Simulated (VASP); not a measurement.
Write the native input for VASP 6.6.1 that does the following.

```yaml
Task: single point
Functional: PBE
Potentials_or_basis: VASP PAW PBE potentials, release 64 (B, Ru_pv)
Cutoff: 520 eV
k_mesh: 12 × 12 × 2
Occupations: gaussian, width 0.2 eV
Spin: no spin polarisation
Dipole_correction: no
Further_INCAR_settings: ALGO = Fast; EDIFF = 1e-06; NBANDS = 59
```

The structure of B2Ru3 lies in POSCAR:

```
B2Ru3
1.0
    2.8449687727      0.0000000000      0.0000000000
   -1.4224843864      2.4638152301      0.0000000000
    0.0000000000      0.0000000000     15.6227439349
B Ru
4 6
Direct
    0.3333333333      0.6666666667      0.1567670882
    0.6666666667      0.3333333333      0.6567670882
    0.3333333333      0.6666666667      0.3432329118
    0.6666666667      0.3333333333      0.8432329118
    0.3333333333      0.6666666667      0.9314407466
    0.6666666667      0.3333333333      0.4314407466
    0.3333333333      0.6666666667      0.5685592534
    0.6666666667      0.3333333333      0.0685592534
    0.3333333333      0.6666666667      0.7500000000
    0.6666666667      0.3333333333      0.2500000000
```

One way to write it, as run:

INCAR

```
SYSTEM = B2Ru3
ALGO = Fast
EDIFF = 1E-6
ENCUT = 520
GGA = PE
ISIF = 2
ISMEAR = 0
LASPH = .True.
LCHARG = .False.
LREAL = .False.
LWAVE = .False.
NBANDS = 59
NELM = 60
PREC = Accurate
SIGMA = 0.2
```

KPOINTS

```
k-points
0
Gamma
  12 12 2
  0 0 0
```

Potentials or basis: VASP PAW PBE potentials, release 64 (B, Ru_pv).

Command:

```bash
$ cat potpaw_PBE.64/B/POTCAR potpaw_PBE.64/Ru_pv/POTCAR > POTCAR
$ mpirun -np 1 vasp_std > vasp.out
```

It gave:

| Property | Result |
| --- | --- |
| Pressure | 0.1 GPa |
| Largest force | 0.023 eV/Å |
| Band gap on the k mesh | zero (bands 48 and 49 overlap by 2.45 eV) |

It took 2.4 min on 1 thread of Intel(R) Xeon(R) 6975P-C (Granite Rapids) (shared host), peak memory 0.35 GiB.
